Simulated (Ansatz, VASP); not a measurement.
**One calculation of C, two programs**

```
CELL_PARAMETERS angstrom
2.46581 0.00000 0.00000
-1.23290 2.13528 0.00000
0.00000 0.00000 20.00000
ATOMIC_POSITIONS crystal
C 0.08335 0.16669 0.50000
C 0.41665 0.83331 0.50000
```

Alike in both runs: task single point; functional PBE; dispersion D3(BJ); k mesh 48 × 48 × 1; occupations gaussian, width 0.05 eV; no spin polarisation.

|  | VASP | Ansatz |
| --- | --- | --- |
| version | VASP 6.6.1 | Ansatz 0.2.0 |
| potentials or method | VASP PAW PBE potentials, release 64 (C), cutoff 520 eV | scalar-relativistic, plane waves, PAW |
| valence electrons in the cell | 8 | 8 |

```csv
,VASP,Ansatz,Ansatz less VASP
gap on the k mesh at the Fermi level (eV),none,none,-
rms of the force components (eV/Å),0.004,0.004,+0.0001
```

Atom by atom the forces differ by 0.000 eV/Å (rms over components). A gap of «none» marks a metal or a gap that the smearing closes. Ansatz's warnings: published levels not confirmed.
